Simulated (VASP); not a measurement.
# Ge (Imma) in VASP: a series of runs

The runs below take Ge through single point, with PBEsol, PBE+D3(BJ), r2SCAN.

Everything below comes from runs of VASP 6.6.1. Logs are shortened: lines on timing, memory, paths and dates and some standing lists are left out, and cuts for length are marked.

## Step 1: The cell of the first run

The structure is orthorhombic, space group Imma (No. 74). Conventional cell: a = 4.992 Å, b = 5.302 Å, c = 2.874 Å, α = 90.00°, β = 90.00°, γ = 90.00°. Ge (site symmetry mm2) has 8 Ge at 2.68 to 3.08 Å within 3.5 Å.

## Step 2: Single point, PBEsol

The input, INCAR:

```
ALGO = Normal
EDIFF = 1E-6
ENCUT = 520
GGA = PS
ISIF = 2
ISMEAR = -1
LASPH = T
LCHARG = F
LREAL = F
LWAVE = F
NBANDS = 21
NELM = 60
PREC = Accurate
SIGMA = 0.05
```

The input, KPOINTS:

```
k-points
0
Gamma
  8 8 8
```

The input, POSCAR:

```
Ge
1.0
   -2.4958980000      2.6508630000      1.4369470000
    2.4958980000     -2.6508630000      1.4369470000
    2.4958980000      2.6508630000     -1.4369470000
Ge
2
Direct
    0.3140570000      0.0640570000      0.2500000000
    0.6859430000      0.9359430000      0.7500000000
```

Potentials or basis: VASP PAW PBE potentials, release 64 (Ge_d).

Command:

```sh
$ cat potpaw_PBE.64/Ge_d/POTCAR > POTCAR
$ mpirun -np 1 vasp_std > vasp.out
```

OUTCAR:

```text
EDIFF = 1E-6
   ENCUT = 520
   GGA = PS
   ISIF = 2
   ISMEAR = -1
   LASPH = T
   LREAL = F
   NELM = 60
   PREC = Accurate

 ion  position               nearest neighbor table
   1  0.314  0.064  0.250-   2 2.68   2 2.68   2 2.72   2 2.72
   2  0.686  0.936  0.750-   1 2.68   1 2.68   1 2.72   1 2.72

  LATTYP: Found a body centered orthorhombic cell.
 ALAT       =     2.8738940000
 B/A-ratio  =     1.7369450648
 C/A-ratio  =     1.8447882907

  Lattice vectors:

 A1 = (   2.4958980000,  -2.6508630000,   1.4369470000)
 A2 = (  -2.4958980000,  -2.6508630000,  -1.4369470000)
 A3 = (   2.4958980000,   2.6508630000,  -1.4369470000)

Analysis of symmetry for initial positions (statically):
=====================================================================
 Subroutine PRICEL returns:
 Original cell was already a primitive cell.

 Routine SETGRP: Setting up the symmetry group for a
 body centered orthorhombic supercell.

 Subroutine GETGRP returns: Found  8 space group operations
 (whereof  4 operations were pure point group operations)
 out of a pool of  8 trial point group operations.

The static configuration has the point symmetry C_2h.
 The point group associated with its full space group is D_2h.

Analysis of symmetry for dynamics (positions and initial velocities):
=====================================================================
 Subroutine PRICEL returns:
 Original cell was already a primitive cell.

 Routine SETGRP: Setting up the symmetry group for a
 body centered orthorhombic supercell.

 Subroutine GETGRP returns: Found  8 space group operations
 (whereof  4 operations were pure point group operations)
 out of a pool of  8 trial point group operations.

The dynamic configuration has the point symmetry C_2h.
 The point group associated with its full space group is D_2h.

 Subroutine INISYM returns: Found  8 space group operations
 (whereof  4 operations are pure point group operations),
 and found     1 'primitive' translations

----------------------------------------------------------------------------------------

                                     Primitive cell

  volume of cell :      38.0290

  direct lattice vectors                    reciprocal lattice vectors
    -2.495898000  2.650863000  1.436947000     0.000000000  0.188617820  0.347959946
     2.495898000 -2.650863000  1.436947000     0.200328699  0.000000000  0.347959946
     2.495898000  2.650863000 -1.436947000     0.200328699  0.188617820  0.000000000

  length of vectors
     3.914255760  3.914255760  3.914255760     0.395793893  0.401506801  0.275151358

  position of ions in fractional coordinates (direct lattice)
     0.314057000  0.064057000  0.250000000
     0.685943000  0.935943000  0.750000000

  ion indices of the primitive-cell ions
   primitive index   ion index
                 1           1
                 2           2

----------------------------------------------------------------------------------------

 KPOINTS: k-points

Automatic generation of k-mesh.
 Grid dimensions read from file:
 generate k-points for:    8    8    8

 Generating k-lattice:

  Cartesian coordinates                     Fractional coordinates (reciprocal lattice)
     0.000000000  0.023577227  0.043494993     0.125000000  0.000000000  0.000000000
     0.025041087  0.000000000  0.043494993     0.000000000  0.125000000  0.000000000
     0.025041087  0.023577227  0.000000000     0.000000000  0.000000000  0.125000000

  Length of vectors
     0.049474237  0.050188350  0.034393920

  Shift w.r.t. Gamma in fractional coordinates (k-lattice)
     0.000000000  0.000000000  0.000000000

 Subroutine IBZKPT returns following result:
 ===========================================

 Found     95 irreducible k-points:

 Following reciprocal coordinates:
            Coordinates               Weight
  0.000000  0.000000  0.000000      1.000000
  0.125000  0.000000 -0.000000      4.000000
  0.250000  0.000000 -0.000000      4.000000
  0.375000  0.000000 -0.000000      4.000000
  0.500000  0.000000 -0.000000      2.000000
  0.000000  0.125000 -0.000000      4.000000
[... 16 lines left out ...]
  0.125000  0.375000 -0.000000      8.000000
  0.250000  0.375000 -0.000000      8.000000
 [... further k-points ...]
   k-points           NKPTS =     95   k-points in BZ     NKDIM =     95   number of bands    NBANDS=     21
   number of dos      NEDOS =    301   number of ions     NIONS =      2
   total plane-waves  NPLWV =  27000
   dimension x,y,z NGX =    30 NGY =   30 NGZ =   30
   dimension x,y,z NGXF=    60 NGYF=   60 NGZF=   60
   ions per type =               2
   NGX,Y,Z   is equivalent  to a cutoff of  12.74, 12.74, 12.74 a.u.
   NGXF,Y,Z  is equivalent  to a cutoff of  25.48, 25.48, 25.48 a.u.
 SYSTEM =  unknown system
   PREC   = accura    normal or accurate (medium, high low for compatibility)
   ISTART =      0    job   : 0-new  1-cont  2-samecut
[... 79 lines left out ...]
      4     -18.1845      2.00000
      5     -18.1723      2.00000
      6     -18.1355      2.00000
[... 13 lines left out ...]
     20      16.6184      0.00000
     21      18.5896      0.00000

 k-point     3 :       0.2500    0.0000   -0.0000
  band No.  band energies     occupation
      1     -18.2445      2.00000
      2     -18.1819      2.00000
      3     -18.1723      2.00000
      4     -18.1659      2.00000
      5     -18.1404      2.00000
      6     -18.1343      2.00000
[... 13 lines left out ...]
     20      14.5838      0.00000
     21      18.8664      0.00000

 k-point     4 :       0.3750    0.0000   -0.0000
  band No.  band energies     occupation
      1     -18.2106      2.00000
      2     -18.1814      2.00000
      3     -18.1562      2.00000
      4     -18.1527      2.00000
      5     -18.1375      2.00000
      6     -18.1362      2.00000
[... 13 lines left out ...]
     20      15.1803      0.00000
     21      20.3787      0.00000

 k-point     5 :       0.5000    0.0000   -0.0000
  band No.  band energies     occupation
      1     -18.1891      2.00000
      2     -18.1721      2.00000
      3     -18.1682      2.00000
      4     -18.1617      2.00000
      5     -18.1459      2.00000
      6     -18.1291      2.00000
[... 13 lines left out ...]
     20      17.2778      0.00000
     21      18.6061      0.00000

 k-point     6 :       0.0000    0.1250   -0.0000
  band No.  band energies     occupation
      1     -18.2773      2.00000
      2     -18.1966      2.00000
      3     -18.1966      2.00000
      4     -18.1949      2.00000
      5     -18.1587      2.00000
      6     -18.1387      2.00000
[... 13 lines left out ...]
     20      16.6234      0.00000
     21      17.2438      0.00000

 k-point     7 :       0.1250    0.1250   -0.0000
  band No.  band energies     occupation
      1     -18.2606      2.00000
      2     -18.1863      2.00000
      3     -18.1833      2.00000
      4     -18.1668      2.00000
      5     -18.1495      2.00000
      6     -18.1290      2.00000
[... 13 lines left out ...]
     20      14.4364      0.00000
     21      17.0948      0.00000
[... 291 lines left out ...]
      1     -18.2499      2.00000
      2     -18.2197      2.00000
      3     -18.2119      2.00000
      4     -18.1770      2.00000
      5     -18.1476      2.00000
      6     -18.1173      2.00000
[... 13 lines left out ...]
     20      17.7169      0.00000
     21      17.9321      0.00000

 k-point    21 :      -0.1250    0.2500   -0.0000
  band No.  band energies     occupation
      1     -18.2640      2.00000
      2     -18.2061      2.00000
      3     -18.2022      2.00000
      4     -18.1847      2.00000
      5     -18.1404      2.00000
      6     -18.1330      2.00000
[... 13 lines left out ...]
     20      17.0378      0.00000
     21      18.0557      0.00000

 k-point    22 :       0.0000    0.3750   -0.0000
  band No.  band energies     occupation
      1     -18.2620      2.00000
      2     -18.2024      2.00000
      3     -18.1916      2.00000
      4     -18.1807      2.00000
      5     -18.1432      2.00000
      6     -18.1029      2.00000
[... 13 lines left out ...]
     20      16.0069      0.00000
     21      16.9133      0.00000

 k-point    23 :       0.1250    0.3750   -0.0000
  band No.  band energies     occupation
      1     -18.2576      2.00000
      2     -18.2130      2.00000
      3     -18.1952      2.00000
      4     -18.1672      2.00000
      5     -18.1335      2.00000
      6     -18.1138      2.00000
[... 13 lines left out ...]
     20      16.7073      0.00000
     21      18.3078      0.00000

 k-point    24 :       0.2500    0.3750   -0.0000
  band No.  band energies     occupation
      1     -18.2378      2.00000
      2     -18.2145      2.00000
      3     -18.1851      2.00000
      4     -18.1502      2.00000
      5     -18.1243      2.00000
      6     -18.1174      2.00000
[... 13 lines left out ...]
     20      17.1744      0.00000
     21      18.2475      0.00000

 [... further k-points ...]

------------------------ aborting loop because EDIFF is reached ----------------------------------------

  FORCE on cell =-STRESS in cart. coord.  units (eV):
  Direction    XX          YY          ZZ          XY          YZ          ZX
  --------------------------------------------------------------------------------------
  -------------------------------------------------------------------------------------
  Total       -0.7734521     -0.7333884     -0.4010025      0.0000000      0.0000000      0.0000000
  in kB      -32.5858586    -30.8979551    -16.8944014      0.0000000      0.0000000      0.0000000
  external PRESSURE =     -26.7927384 kB  Pullay stress =       0.0000000 kB

 VOLUME and BASIS-vectors are now :
 -----------------------------------------------------------------------------
  energy-cutoff  :      520.00
  volume of cell :       38.03
      direct lattice vectors                 reciprocal lattice vectors
    -2.495898000  2.650863000  1.436947000     0.000000000  0.188617820  0.347959946
     2.495898000 -2.650863000  1.436947000     0.200328699  0.000000000  0.347959946
     2.495898000  2.650863000 -1.436947000     0.200328699  0.188617820  0.000000000

 POSITION                                       TOTAL-FORCE (eV/Angst)
 -----------------------------------------------------------------------------------
      0.00000      1.32543      0.18409         0.000000     -0.000000      0.020852
      2.49590      1.32543      1.25285        -0.000000      0.000000     -0.020852
 -----------------------------------------------------------------------------------
    total drift:                               -0.000000     -0.000000      0.000000

  FREE ENERGIE OF THE ION-ELECTRON SYSTEM (eV)
  ---------------------------------------------------
  free  energy   TOTEN  =        -9.5188906158 eV

  energy  without entropy=       -9.5112581828  energy(sigma->0) =       -9.51507440
```

It took 35 s on 1 thread of Intel Xeon Platinum 8488C (Sapphire Rapids), shared host; peak memory 0.2 GiB.

Results:

| Property | Result |
| --- | --- |
| Free energy | -9.5189 eV |
| Pressure | -2.7 GPa |
| Largest force | 0.021 eV/Å |
| Band gap on the k mesh | zero (band 14 reaches 8.68 eV, above the bottom of band 15 at 3.52 eV) |

Forces in eV/Å, atoms in the order of the input:
```
Ge   0.000  0.000  0.021
Ge   0.000  0.000 -0.021
```

Caveat: the PAW data sets were made with another functional, which shifts forces and pressure a little.

## Step 3: Single point, PBE+D3(BJ) (volume scaled by 0.88)

The input, INCAR:

```
SYSTEM = Ge
PREC     = Accurate       ! precision mode
ENCUT    = 520            ! plane-wave cutoff, eV
EDIFF    = 1E-6           ! SCF threshold, eV
ISMEAR   = -1             ! smearing method
SIGMA    = 0.05           ! smearing width, eV
LREAL    = .False.        ! projectors in reciprocal space
LASPH    = .True.         ! aspherical terms in the spheres
NELM     = 100            ! most SCF steps
ALGO     = Normal         ! electronic algorithm
ISIF     = 2              ! what is computed and relaxed
LWAVE    = .False.        ! write WAVECAR
LCHARG   = .False.        ! write CHGCAR
GGA      = PE             ! functional
IVDW     = 12             ! dispersion correction
NBANDS   = 21             ! bands
```

The input, KPOINTS:

```
Automatic mesh
0
Gamma
  11 11 11
  0 0 0
```

The input, POSCAR:

```
Ge
1.0
   -2.3917790477      2.5402795233      1.3770032779
    2.3917790477     -2.5402795233      1.3770032779
    2.3917790477      2.5402795233     -1.3770032779
Ge
2
Direct
    0.3140570000      0.0640570000      0.2500000000
    0.6859430000      0.9359430000      0.7500000000
```

Potentials or basis: VASP PAW PBE potentials, release 64 (Ge_d).

Command:

```sh
$ cat potpaw_PBE.64/Ge_d/POTCAR > POTCAR
$ mpirun -np 1 vasp_std > vasp.out
```

Wall time 3.4 min (1 thread of Intel Xeon 8259CL, shared host); peak memory 0.25 GiB.

It converged, with:

```
Free energy                : -9.1627 eV
Pressure                   : 9.9 GPa
Largest force              : 0.032 eV/Å
Band gap on the k mesh     : zero (band 14 reaches 10.60 eV, above the bottom of band 15 at 4.32 eV)
Dispersion energy per atom : -0.398 eV
```

Forces on the atoms (eV/Å):
```
Ge   0.000  0.000  0.032
Ge   0.000  0.000 -0.032
```

Stress tensor (GPa, compression positive):
```
10.90  0.00  0.00
 0.00  9.03  0.00
 0.00  0.00  9.71
```

Levels at points of the mesh, in eV from the Fermi level:
```
           k point  band 10  band 11  band 12  band 13  band 14  band 15  band 16  band 17  band 18  band 19
(0.00, 0.00, 0.00)   -24.50   -14.28    -3.35    -2.78    -2.26     3.16     7.68     8.10     8.93     9.27
```

Caveat: the cell differs from its parent crystal (volume scaled by 0.88); pairwise dispersion overbinds metals, which lowers pressure and volume.

## Step 4: Single point, r2SCAN

This run uses another cell than the first one, of 19.39 Å³/atom, 1.020 times its volume.

The input, POSCAR:

```
Ge
1.0
   -2.5124276075      2.6684188957      1.4464634826
    2.5124276075     -2.6684188957      1.4464634826
    2.5124276075      2.6684188957     -1.4464634826
Ge
2
Direct
    0.3140570000      0.0640570000      0.2500000000
    0.6859430000      0.9359430000      0.7500000000
```

The input, INCAR.step1:

```
PREC = Accurate ; ENCUT = 520
ISMEAR = -1 ; SIGMA = 0.05
LREAL = False ; LASPH = True
NELM = 60 ; NBANDS = 21
GGA = PE ; ALGO = Normal
EDIFF = 1E-4 ; LWAVE = True
LCHARG = False
```

The input, INCAR.step2:

```
PREC = Accurate ; ENCUT = 520
EDIFF = 1E-6 ; ISMEAR = -1
SIGMA = 0.05 ; LREAL = False
LASPH = True ; NELM = 60
ALGO = Normal ; ISIF = 2
LWAVE = False ; LCHARG = False
METAGGA = R2SCAN ; LMIXTAU = True
NBANDS = 21 ; ISTART = 1
```

The input, KPOINTS:

```
Automatic mesh
0
Gamma
  11 11 11
```

Command:

```sh
$ cat potpaw_PBE.64/Ge_d/POTCAR > POTCAR
$ cp INCAR.step1 INCAR
$ mpirun -np 1 vasp_std > vasp.out
$ cp INCAR.step2 INCAR
$ mpirun -np 1 vasp_std > vasp.out
```

It took 9 min on 1 thread of Intel Xeon 6975P-C, shared host; peak memory 0.27 GiB.

The run converged. Its results:

```yaml
Free_energy: -26.9943 eV
Pressure: -2.9 GPa
Largest_force: 0.096 eV/Å
Band_gap_on_the_k_mesh: zero (band 14 reaches 8.33 eV, above the bottom of band 15 at 3.01 eV)
```

Forces in eV/Å, atoms in the order of the input:
```
Ge   0.000  0.000  0.096
Ge   0.000  0.000 -0.096
```

Stress tensor (GPa, compression positive):
```
-1.76  0.00  0.00
 0.00 -3.97  0.00
 0.00  0.00 -2.85
```

Levels at points of the mesh, in eV from the Fermi level:
```tsv
k point	band 12	band 13	band 14	band 15	band 16	band 17
(0.00, 0.00, 0.00)	-3.96	-2.54	-2.05	3.96	7.15	7.39
```

Caveat: the PAW data sets were made with another functional, which shifts forces and pressure a little.

## Step 5: Single point, r2SCAN

This run uses another cell than the first one, of 19.78 Å³/atom, 1.040 times its volume.

The input, POSCAR:

```
Ge
1.0
   -2.5287425297      2.6857467767      1.4558563658
    2.5287425297     -2.6857467767      1.4558563658
    2.5287425297      2.6857467767     -1.4558563658
Ge
2
Direct
    0.3140570000      0.0640570000      0.2500000000
    0.6859430000      0.9359430000      0.7500000000
```

The input, INCAR.step1:

```
SYSTEM = Ge
PREC = Accurate
ENCUT = 520
ISMEAR = -1
SIGMA = 0.05
LREAL = .False.
LASPH = .True.
NELM = 80
NBANDS = 21
GGA = PE
ALGO = Normal
EDIFF = 1E-4
LWAVE = .True.
LCHARG = .False.
```

The input, INCAR.step2:

```
SYSTEM = Ge
PREC = Accurate
ENCUT = 520
EDIFF = 1E-7
ISMEAR = -1
SIGMA = 0.05
LREAL = .False.
LASPH = .True.
NELM = 80
ALGO = Normal
ISIF = 2
LWAVE = .False.
LCHARG = .False.
METAGGA = R2SCAN
LMIXTAU = .True.
NBANDS = 21
ISTART = 1
```

The input, KPOINTS:

```
regular mesh
0
Gamma
  11 11 11
  0 0 0
```

Command:

```sh
$ cat potpaw_PBE.64/Ge_d/POTCAR > POTCAR
$ cp INCAR.step1 INCAR
$ mpirun -np 1 vasp_std > vasp.out
$ cp INCAR.step2 INCAR
$ mpirun -np 1 vasp_std > vasp.out
```

Wall time 10 min (1 thread of Intel Xeon 6975P-C, shared host); peak memory 0.27 GiB.

It converged, with:

| Item | Value |
| --- | --- |
| Free energy | -26.9783 eV |
| Pressure | -4.0 GPa |
| Largest force | 0.102 eV/Å |
| Band gap on the k mesh | zero (band 14 reaches 8.05 eV, above the bottom of band 15 at 2.89 eV) |

Forces in eV/Å, atoms in the order of the input:
```
Ge   0.000  0.000  0.102
Ge   0.000  0.000 -0.102
```

Stress tensor (GPa, compression positive):
```
-2.95  0.00  0.00
 0.00 -5.05  0.00
 0.00  0.00 -3.98
```

Levels at points of the mesh, in eV from the Fermi level:
| k point | band 10 | band 11 | band 12 | band 13 | band 14 | band 15 | band 16 | band 17 | band 18 | band 19 |
| --- | --- | --- | --- | --- | --- | --- | --- | --- | --- | --- |
| (0.00, 0.00, 0.00) | -25.18 | -13.42 | -4.03 | -2.48 | -2.00 | 4.00 | 7.04 | 7.26 | 7.96 | 8.30 |

Caveat: the PAW data sets were made with another functional, which shifts forces and pressure a little.

## Step 6: The runs side by side

```tsv
level	cell	k mesh	gap on the mesh (eV)	pressure (GPa)	largest force (eV/Å)
PBEsol	a = 3.914 Å, angles 100.8, 94.7, 136.9°, 2 atoms	8 × 8 × 8	none	-2.7	0.02
PBE+D3(BJ)	a = 3.751 Å, angles 100.8, 94.7, 136.9°, 2 atoms	11 × 11 × 11	none	9.9	0.03
r2SCAN	a = 3.940 Å, angles 100.8, 94.7, 136.9°, 2 atoms	11 × 11 × 11	none	-2.9	0.10
r2SCAN	a = 3.966 Å, angles 100.8, 94.7, 136.9°, 2 atoms	11 × 11 × 11	none	-4.0	0.10
```

Alike in all rows: task single point; potentials or basis VASP PAW PBE potentials, release 64 (Ge_d); no spin polarisation; cutoff (eV) 520; smearing fermi-dirac 0.05 eV.

Caveats: the PAW data sets were made with another functional, which shifts forces and pressure a little (some runs); pairwise dispersion overbinds metals, which lowers pressure and volume (some runs).

Total energies depend on the potentials used, so only differences within one code and one set of settings carry meaning.
